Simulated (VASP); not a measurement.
# HC9 in VASP: further runs, part 2 of 3

VASP 6.6.1. The steps go on from the part before.

## 3. Single point, PBE+D3(BJ)

INCAR reads:

```
PREC = Accurate ; ENCUT = 520
EDIFF = 1E-6 ; ISMEAR = -1
SIGMA = 0.02 ; LREAL = Auto
LASPH = T ; NELM = 80
ALGO = Normal ; ISIF = 2
LWAVE = F ; LCHARG = F
GGA = PE ; IVDW = 12
NBANDS = 53
```

KPOINTS reads:

```
Automatic mesh
0
Gamma
  2 2 1
```

POSCAR reads:

```
HC9
1.0
    7.3980000000      0.0000000000      0.0000000000
   -3.6990000000      6.4068560000      0.0000000000
    0.0000000000      0.0000000000     12.0000000000
C H
18 2
Direct
    0.0029658811      0.0137479288      0.0693327500
    0.2226065768      0.1235924453      0.0690300833
    0.0007381977      0.3454728809      0.0695235833
    0.2248457607      0.4575095804      0.0692721667
    0.0013120903      0.6810137453      0.0694860833
    0.2242062908      0.7924623247      0.0694559167
    0.3340186346      0.0121321597      0.0692780000
    0.5581373403      0.1241727612      0.0694514167
    0.3346391068      0.3476661564      0.0690025833
    0.5575093932      0.4591169210      0.0692725000
    0.3362577419      0.6803981547      0.0694453333
    0.5559225231      0.7902400179      0.0694900000
    0.6679800693      0.0143532179      0.0695611667
    0.8908917861      0.1257908715      0.0695500000
    0.6695918285      0.3470774121      0.0694495833
    0.8892557453      0.4569013257      0.0695460833
    0.6673695112      0.6787906580      0.0694725000
    0.8914871069      0.7908520185      0.0694802500
    0.1684614401      0.2309174734      0.3247884167
    0.2782373918      0.2551833536      0.3361110833
```

Potentials or basis: VASP PAW PBE potentials, release 64 (C, H).

The run is started by

```
$ cat potpaw_PBE.64/C/POTCAR potpaw_PBE.64/H/POTCAR > POTCAR
$ mpirun -np 1 vasp_std > vasp.out
```

OUTCAR:

```text
PREC = Accurate
   ENCUT = 520
   EDIFF = 1E-6
   ISMEAR = -1
   LREAL = Auto
   LASPH = T
   NELM = 80
   ISIF = 2
   GGA = PE
   IVDW = 12
 IVDW          = 12

 ion  position               nearest neighbor table
   1  0.003  0.014  0.069-   2 1.41  18 1.43  14 1.44
   2  0.223  0.124  0.069-   1 1.41   7 1.43   9 1.44
   3  0.001  0.345  0.070-  14 1.41  16 1.43   4 1.44
   4  0.225  0.458  0.069-   9 1.41  11 1.43   3 1.44
   5  0.001  0.681  0.069-  18 1.41   6 1.43  16 1.44
   6  0.224  0.792  0.069-   7 1.41   5 1.43  11 1.44
[... 10 lines left out ...]
  17  0.667  0.679  0.069-  10 1.41  12 1.43  18 1.44
  18  0.891  0.791  0.069-   5 1.41   1 1.43  17 1.44
  19  0.168  0.231  0.325-  20 0.75
  20  0.278  0.255  0.336-  19 0.75

  LATTYP: Found a hexagonal cell.
 ALAT       =     7.3980000000
 C/A-ratio  =     1.6220600162

  Lattice vectors:

 A1 = (   7.3980000000,   0.0000000000,   0.0000000000)
 A2 = (  -3.6990000000,   6.4068560000,   0.0000000000)
 A3 = (   0.0000000000,   0.0000000000,  12.0000000000)

Analysis of symmetry for initial positions (statically):
=====================================================================
 Subroutine PRICEL returns:
 Original cell was already a primitive cell.

 Routine SETGRP: Setting up the symmetry group for a
 hexagonal supercell.

 Subroutine GETGRP returns: Found  1 space group operations
 (whereof  1 operations were pure point group operations)
 out of a pool of 24 trial point group operations.

The static configuration has the point symmetry C_1 .

Analysis of symmetry for dynamics (positions and initial velocities):
=====================================================================
 Subroutine PRICEL returns:
 Original cell was already a primitive cell.

 Routine SETGRP: Setting up the symmetry group for a
 hexagonal supercell.

 Subroutine GETGRP returns: Found  1 space group operations
 (whereof  1 operations were pure point group operations)
 out of a pool of 24 trial point group operations.

The dynamic configuration has the point symmetry C_1 .

 Subroutine INISYM returns: Found  1 space group operations
 (whereof  1 operations are pure point group operations),
 and found     1 'primitive' translations

----------------------------------------------------------------------------------------

                                     Primitive cell

  volume of cell :     568.7750

  direct lattice vectors                    reciprocal lattice vectors
     7.398000000  0.000000000  0.000000000     0.135171668  0.078041398  0.000000000
    -3.699000000  6.406856000  0.000000000     0.000000000  0.156082796  0.000000000
     0.000000000  0.000000000 12.000000000     0.000000000  0.000000000  0.083333333

  length of vectors
     7.398000000  7.398000054 12.000000000     0.156082797  0.156082796  0.083333333

  position of ions in fractional coordinates (direct lattice)
     0.002965881  0.013747929  0.069332750
     0.222606577  0.123592445  0.069030083
     0.000738198  0.345472881  0.069523583
     0.224845761  0.457509580  0.069272167
     0.001312090  0.681013745  0.069486083
     0.224206291  0.792462325  0.069455917
[... 12 lines left out ...]
     0.168461440  0.230917473  0.324788417
[... 48 lines left out ...]

 Found      4 irreducible k-points:

 Following reciprocal coordinates:
            Coordinates               Weight
  0.000000  0.000000  0.000000      1.000000
  0.500000  0.000000  0.000000      1.000000
  0.000000  0.500000  0.000000      1.000000
  0.500000  0.500000  0.000000      1.000000
   k-points           NKPTS =      4   k-points in BZ     NKDIM =      4   number of bands    NBANDS=     53
   number of dos      NEDOS =    301   number of ions     NIONS =     20
   total plane-waves  NPLWV = 282240
   dimension x,y,z NGX =    56 NGY =   56 NGZ =   90
   dimension x,y,z NGXF=   112 NGYF=  112 NGZF=  180
   ions per type =              18   2
   NGX,Y,Z   is equivalent  to a cutoff of  12.58, 12.58, 12.47 a.u.
   NGXF,Y,Z  is equivalent  to a cutoff of  25.17, 25.17, 24.94 a.u.
 SYSTEM =  unknown system
   PREC   = accura    normal or accurate (medium, high low for compatibility)
   ISTART =      0    job   : 0-new  1-cont  2-samecut
   ICHARG =      2    charge: 1-file 2-atom 10-const
   ISPIN  =      1    spin polarized calculation?
   LNONCOLLINEAR =      F non collinear calculations
   LSORBIT =      F    spin-orbit coupling
   LASPH  =      T    aspherical Exc in radial PAW
   ENCUT  =  520.0 eV  38.22 Ry    6.18 a.u.  13.76 13.76 22.31*2*pi/ulx,y,z
   NELM   =     80;   NELMIN=  2; NELMDL= -5     # of ELM steps
   EDIFF  = 0.1E-05   stopping-criterion for ELM
   LREAL  =      T    real-space projection
   EDIFFG = 0.1E-04   stopping-criterion for IOM
   NSW    =      0    number of steps for IOM
   IBRION =     -1    ionic relax: 0-MD 1-quasi-New 2-CG
   NFREE  =      0    steps in history (QN), initial steepest desc. (CG)
   ISIF   =      2    stress and relaxation
   ISYM   =      2    0-nonsym 1-usesym 2-fastsym
   POTIM  = 0.5000    time-step for ionic-motion
   TEBEG  =    0.0;   TEEND  =   0.0 temperature during run
   PSTRESS=    0.0 pullay stress
   NELECT =      74.0000    total number of electrons
   NUPDOWN=      -1.0000    fix difference up-down
   EMIN   =  10.00;   EMAX   =-10.00  energy-range for DOS
   EFERMI =   0.00;   METHOD = LEGACY
   ISMEAR =    -1;   SIGMA  =   0.02  broadening in eV -4-tet -1-fermi 0-gaus
   EFERMI_NEDOS =   21; number of points for ismear=-14 and -15
   IALGO  =     38    algorithm
   IMIX   =      4    mixing-type and parameters
     AMIX     =   0.40;   BMIX     =  1.00
     AMIX_MAG =   1.60;   BMIX_MAG =  1.00
  volume/ion in A,a.u.               =      28.44       191.91
  Fermi-wavevector in a.u.,A,eV,Ry     =   0.829542  1.567608  9.362720  0.688140
  Thomas-Fermi vector in A             =   1.942107
   LORBIT       =      0    0 simple, 1 ext, 2 COOP (PROOUT), +10 PAW based schemes
   GGA     = PE    functional components
   LHFCALC =     F    Hartree Fock is set to
   AEXX    =    0.0000 exact exchange contribution
   IVDW    =    12    specifies the selected vdW correction
   LEPSILON=     F    determine dielectric tensor
   LRPA    =     F    only Hartree local field effects (RPA)
 non-spin polarized calculation
  energy-cutoff  :      520.00
  volume of cell :      568.78
 maximum number of plane-waves:     15363
 NGX is ok and might be reduce to    56
   NGX = 27   NGY = 27   NGZ = 45

 number of electron      74.0000001 magnetization

 Free energy of the ion-electron system (eV)
  ---------------------------------------------------
  ext. energy  EPLUGINS =         0.00000000
  ---------------------------------------------------
  free energy    TOTEN  =      -172.38675942 eV

  energy without entropy =     -172.38557375  energy(sigma->0) =     -172.38616659

 E-fermi :  -1.6816     XC(G=0):  -3.8762

 val. band max:       -1.7885959032   @ k =   0.0000   0.0000   0.0000
 cond. band min:      -1.5750078933   @ k =   0.0000   0.0000   0.0000
 fundamental gap:      0.2135880099
 Fermi energy:        -1.6816059779

 k-point     1 :       0.0000    0.0000    0.0000
  band No.  band energies     occupation
      1     -21.2047      2.00000
      2     -18.6798      2.00000
      3     -18.6774      2.00000
      4     -18.6404      2.00000
      5     -18.6401      2.00000
      6     -18.5411      2.00000
[... 197 lines left out ...]
     48       3.8401      0.00000
     49       4.2674      0.00000
 [bands above 49 left out]

------------------------ aborting loop because EDIFF is reached ----------------------------------------

 Edisp (eV)   -1.66113

 E8    (eV) :    -0.5112

  FORCE on cell =-STRESS in cart. coord.  units (eV):
  Direction    XX          YY          ZZ          XY          YZ          ZX
  --------------------------------------------------------------------------------------
  -------------------------------------------------------------------------------------
  Total       1.12173     1.15581    -0.19789     0.00587    -0.01382    -0.01930
  in kB       3.15978     3.25578    -0.55742     0.01653    -0.03894    -0.05436
  external pressure =        1.95 kB  Pullay stress =        0.00 kB

 VOLUME and BASIS-vectors are now :
 -----------------------------------------------------------------------------
  energy-cutoff  :      520.00
  volume of cell :      568.78
      direct lattice vectors                 reciprocal lattice vectors
     7.398000000  0.000000000  0.000000000     0.135171668  0.078041398  0.000000000
    -3.699000000  6.406856000  0.000000000     0.000000000  0.156082796  0.000000000
     0.000000000  0.000000000 12.000000000     0.000000000  0.000000000  0.083333333

 POSITION                                       TOTAL-FORCE (eV/Angst)
 -----------------------------------------------------------------------------------
     -0.02891      0.08808      0.83199        -0.006881      0.006608      0.002449
      1.18968      0.79184      0.82836         0.000445      0.008735      0.000407
     -1.27244      2.21339      0.83428         0.004830      0.002510     -0.001238
     -0.02892      2.93120      0.83127         0.005735     -0.007491     -0.001338
     -2.50936      4.36316      0.83383         0.001503     -0.004497      0.007702
     -1.27264      5.07719      0.83347        -0.002531     -0.002777     -0.000167
[... 12 lines left out ...]
      0.39211      1.47945      3.89746         0.025323      0.004258      0.000884
      1.11448      1.63492      4.03333        -0.031698     -0.005966     -0.008112
 -----------------------------------------------------------------------------------
    total drift:                               -0.008150      0.010993      0.059482

  FREE ENERGIE OF THE ION-ELECTRON SYSTEM (eV)
  ---------------------------------------------------
  free  energy   TOTEN  =      -174.0478918012 eV

  energy  without entropy=     -174.0467061352  energy(sigma->0) =     -174.04729897
```

It took 7.7 min on 1 thread of Intel Xeon 8259CL, shared host; peak memory 0.58 GiB.

What came out:

```yaml
Free_energy: -174.0479 eV
Largest_force: 0.033 eV/Å
Band_gap_on_the_k_mesh: 0.21 eV
Dispersion_energy_per_atom: -0.083 eV
```

Forces in eV/Å, atoms in the order of the input:
```
C   -0.007  0.007  0.002
C    0.000  0.009  0.000
C    0.005  0.003 -0.001
C    0.006 -0.007 -0.001
C    0.002 -0.004  0.008
C   -0.003 -0.003  0.000
C   -0.003  0.003  0.003
C   -0.004  0.003 -0.001
C    0.000 -0.001 -0.007
C    0.000 -0.003  0.000
C    0.001 -0.005 -0.002
C    0.002 -0.005  0.001
C    0.003  0.002 -0.001
C    0.005 -0.003  0.005
C   -0.009  0.003  0.002
C    0.002  0.009  0.001
C    0.006 -0.002 -0.003
C   -0.001 -0.002 -0.001
H    0.025  0.004  0.001
H   -0.032 -0.006 -0.008
```

Levels at points of the mesh, in eV from the valence-band top:
```csv
k point,band 35,band 36,band 37,band 38,band 39,band 40
"(0.00, 0.00, 0.00)",-2.94,0.00,0.00,0.21,0.21,3.41
"(0.50, 0.00, 0.00)",-2.53,-2.52,-2.25,1.78,2.59,2.59
"(0.00, 0.50, 0.00)",-2.53,-2.52,-2.26,1.79,2.59,2.59
"(0.50, 0.50, 0.00)",-2.52,-2.52,-2.25,1.78,2.59,2.59
```

Caveat: the k points lie up to 0.49 Å⁻¹ apart.

(Part 2 of 3 ends here.)
